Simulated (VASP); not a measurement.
# PbO2 in VASP: notebook, part 2 of 2

VASP 6.6.1. The steps go on from the part before.

## Step 3: Single point, PBE+D3(BJ)

This run uses another cell than the first one: it holds 6 atoms, not 3.

Input file INCAR:

```
ALGO = Normal ; EDIFF = 1E-6
ENCUT = 520 ; GGA = PE
ISIF = 2 ; ISMEAR = 0
IVDW = 12 ; LASPH = True
LCHARG = True ; LELF = True
LREAL = False ; LVHAR = True
LWAVE = False ; NBANDS = 35
NELM = 100 ; PREC = Accurate
SIGMA = 0.2
```

Input file KPOINTS:

```
k-points
0
Gamma
  6 6 4
```

Input file POSCAR:

```
PbO2
1.0
   -1.7417882120     -3.0168656792      0.0000000000
    1.7417882120      1.0056218931      3.9410132000
   -5.2253646360      3.0168656792      0.0000000000
Pb O
2 4
Direct
    0.7500000000      0.5000000000      0.2500000000
    0.2500000000      0.5000000000      0.7500000000
    0.1243940000      0.2487880000      0.3747980000
    0.6243940000      0.2487880000      0.8747980000
    0.3756060000      0.7512120000      0.1252020000
    0.8756060000      0.7512120000      0.6252020000
```

Potentials or basis: VASP PAW PBE potentials, release 64 (Pb_d, O).

Launch:

```console
> cat potpaw_PBE.64/Pb_d/POTCAR potpaw_PBE.64/O/POTCAR > POTCAR
> mpirun -np 1 vasp_std > vasp.out
```

OUTCAR:

```text
EDIFF = 1E-6
   ENCUT = 520
   GGA = PE
   ISIF = 2
   ISMEAR = 0
   IVDW = 12
   LASPH = True
   LREAL = False
   NELM = 100
   PREC = Accurate
 IVDW          = 12

 ion  position               nearest neighbor table
   1  0.750  0.500  0.250-   5 2.24   3 2.24   4 2.24   5 2.24   6 2.24   3 2.24   5 2.95   3 2.95
                             2 3.48   2 3.48   2 3.48   2 3.48
   2  0.250  0.500  0.750-   6 2.24   4 2.24   4 2.24   5 2.24   6 2.24   3 2.24   6 2.95   4 2.95
                             1 3.48   1 3.48   1 3.48   1 3.48
[... 1146 lines left out ...]
  -------------------------------------------------------------------------------------
  Total       0.25579     0.25661    -0.01274     0.00071    -0.00188     0.00325
  in kB       4.94741     4.96331    -0.24633     0.01377    -0.03631     0.06289
  external pressure =        3.22 kB  Pullay stress =        0.00 kB

 VOLUME and BASIS-vectors are now :
 -----------------------------------------------------------------------------
  energy-cutoff  :      520.00
  volume of cell :       82.84
      direct lattice vectors                 reciprocal lattice vectors
    -1.741788212 -3.016865679  0.000000000    -0.143530653 -0.248602384  0.126870928
     1.741788212  1.005621893  3.941013200     0.000000000  0.000000000  0.253741855
    -5.225364636  3.016865679  0.000000000    -0.143530653  0.082867461  0.042290309

 POSITION                                       TOTAL-FORCE (eV/Angst)
 -----------------------------------------------------------------------------------
     -1.74179     -1.00562      1.97051        -0.000000      0.000000      0.000000
     -3.48358      2.01124      1.97051        -0.000000      0.000000      0.000000
     -1.74179      1.00562      0.98048        -0.000172      0.000099     -0.031422
     -5.22536      1.00562      0.98048        -0.000172      0.000099     -0.031422
      0.00000      0.00000      2.96054         0.000172     -0.000099      0.031422
     -3.48358      0.00000      2.96054         0.000172     -0.000099      0.031422
 -----------------------------------------------------------------------------------
    total drift:                                0.000000     -0.000000      0.000000

  FREE ENERGIE OF THE ION-ELECTRON SYSTEM (eV)
  ---------------------------------------------------
  free  energy   TOTEN  =       -32.6103684086 eV

  energy  without entropy=      -32.6055540201  energy(sigma->0) =      -32.60796121
```

Run time: 74 s. Hardware: 1 thread of Intel Xeon 6975P-C (Granite Rapids), shared host; peak memory 0.28 GiB.

Results:

- Free energy: -32.6104 eV
- Pressure: 0.3 GPa
- Largest force: 0.031 eV/Å
- Band gap on the k mesh: zero (bands 26 and 27 overlap by 0.07 eV)
- Dispersion energy per atom: -0.217 eV

Forces on the atoms (eV/Å):
```
Pb   0.000  0.000  0.000
Pb   0.000  0.000  0.000
O    0.000  0.000 -0.031
O    0.000  0.000 -0.031
O    0.000  0.000  0.031
O    0.000  0.000  0.031
```

Stress tensor (GPa, compression positive):
```
 0.49  0.00  0.01
 0.00  0.50  0.00
 0.01  0.00 -0.02
```

Levels at points of the mesh, in eV from the Fermi level:
| k point | band 23 | band 24 | band 25 | band 26 | band 27 | band 28 | band 29 | band 30 |
| --- | --- | --- | --- | --- | --- | --- | --- | --- |
| (0.00, 0.00, 0.00) | -1.34 | -1.34 | -1.21 | -0.70 | -0.30 | 2.86 | 4.87 | 7.20 |
| (0.50, 0.00, 0.00) | -0.86 | -0.86 | -0.62 | -0.62 | 2.76 | 2.76 | 7.27 | 7.27 |
| (0.00, 0.50, 0.00) | -1.00 | -0.92 | -0.47 | -0.23 | 2.12 | 2.20 | 5.35 | 5.80 |
| (0.00, 0.00, 0.50) | -1.23 | -1.23 | -0.71 | -0.71 | 1.81 | 1.81 | 6.51 | 6.51 |
| (0.50, 0.00, 0.50) | -1.21 | -0.92 | -0.47 | -0.23 | 2.20 | 2.86 | 5.80 | 7.20 |
| (0.00, 0.50, 0.50) | -0.85 | -0.85 | -0.70 | -0.70 | 2.14 | 2.14 | 6.11 | 6.11 |

Caveat: semilocal functionals underestimate gaps, and a narrow one can read as zero; spin-orbit coupling is left out, which moves the levels of the heavy elements.

## Step 4: Single point, PBE+D3(BJ)

This run uses another cell than the first one: it holds 6 atoms, not 3.

Input file INCAR:

```
PREC     = Accurate       # precision mode
ENCUT    = 520            # plane-wave cutoff, eV
EDIFF    = 1E-6           # SCF threshold, eV
ISMEAR   = 0              # smearing method
SIGMA    = 0.2            # smearing width, eV
LREAL    = F              # projectors in reciprocal space
LASPH    = T              # aspherical terms in the spheres
NELM     = 100            # most SCF steps
ALGO     = Normal         # electronic algorithm
ISIF     = 2              # what is computed and relaxed
LWAVE    = F              # write WAVECAR
LCHARG   = T              # write CHGCAR
GGA      = PE             # functional
IVDW     = 12             # dispersion correction
LELF     = T              # ELF
LVHAR    = T            
NBANDS   = 35             # bands
```

Input file KPOINTS:

```
Automatic mesh
0
Gamma
  6 6 4
```

Input file POSCAR:

```
PbO2
1.0
   -1.7454873771     -3.0244464841      0.0004957045
    1.7451038164      1.0074351661      3.9012154046
   -5.2381539684      3.0254274662     -0.0002224914
Pb O
2 4
Direct
    0.7500405334      0.5000783046      0.2500144394
    0.2499602734      0.4999236618      0.7499865815
    0.1240702184      0.2480025188      0.3746620232
    0.6240619862      0.2479912985      0.8746859729
    0.3759367203      0.7520071924      0.1253127449
    0.8759302684      0.7519970237      0.6253382381
```

Launch:

```console
> cat potpaw_PBE.64/Pb_d/POTCAR potpaw_PBE.64/O/POTCAR > POTCAR
> mpirun -np 1 vasp_std > vasp.out
```

It took 2.3 min on 1 thread of Intel Xeon 6975P-C (Granite Rapids), shared host; peak memory 0.33 GiB.

It converged, with:

| Property | Result |
| --- | --- |
| Free energy | -32.6111 eV |
| Pressure | 0.3 GPa |
| Largest force | 0.029 eV/Å |
| Band gap on the k mesh | zero (bands 26 and 27 overlap by 0.09 eV) |
| Dispersion energy per atom | -0.218 eV |

Forces in eV/Å, atoms in the order of the input:
```
Pb   0.000  0.000  0.000
Pb   0.000  0.000  0.000
O    0.000  0.000 -0.029
O    0.000  0.000 -0.029
O    0.000  0.000  0.029
O    0.000  0.000  0.029
```

Stress tensor (GPa, compression positive):
```
0.43 0.01 0.01
0.01 0.41 0.01
0.01 0.01 0.08
```

Levels at points of the mesh, in eV from the Fermi level:
```
           k point  band 24  band 25  band 26  band 27  band 28  band 29
(0.00, 0.00, 0.00)    -1.38    -1.24    -0.76    -0.32     2.85     4.89
(0.50, 0.00, 0.00)    -0.85    -0.62    -0.62     2.73     2.73     7.26
(0.00, 0.50, 0.00)    -0.89    -0.46    -0.22     2.14     2.17     5.40
(0.50, 0.50, 0.00)    -0.85    -0.62    -0.62     2.73     2.73     7.26
(0.00, 0.00, 0.50)    -1.26    -0.73    -0.73     1.78     1.78     6.52
(0.50, 0.00, 0.50)    -0.89    -0.46    -0.22     2.17     2.85     5.81
(0.00, 0.50, 0.50)    -0.84    -0.70    -0.70     2.13     2.13     6.12
(0.50, 0.50, 0.50)    -0.89    -0.46    -0.22     2.17     2.85     5.81
```

Caveat: semilocal functionals underestimate gaps, and a narrow one can read as zero; spin-orbit coupling is left out, which moves the levels of the heavy elements.

## Step 5: Overview

```tsv
cell	k mesh	smearing	gap on the mesh (eV)	pressure (GPa)	largest force (eV/Å)
a = 4.425 Å, angles 46.4°, 3 atoms, atomic positions A	6 × 6 × 6	gaussian 0.1 eV	none	0.3	0.03
a = 3.484, b = 4.425, c = 6.034 Å, angles 103.1, 90.0, 113.2°, 6 atoms, atomic positions B	6 × 6 × 4	gaussian 0.2 eV	none	0.3	0.03
a = 3.492, b = 4.391, c = 6.049 Å, angles 103.3, 90.0, 113.4°, 6 atoms, atomic positions C	6 × 6 × 4	gaussian 0.2 eV	none	0.3	0.03
```

Alike in all rows: task single point; level PBE+D3(BJ); potentials or basis VASP PAW PBE potentials, release 64 (Pb_d, O); no spin polarisation; cutoff (eV) 520.

Caveats: semilocal functionals underestimate gaps, and a narrow one can read as zero; spin-orbit coupling is left out, which moves the levels of the heavy elements.

Absolute energies hang on the potentials; compare differences alone.
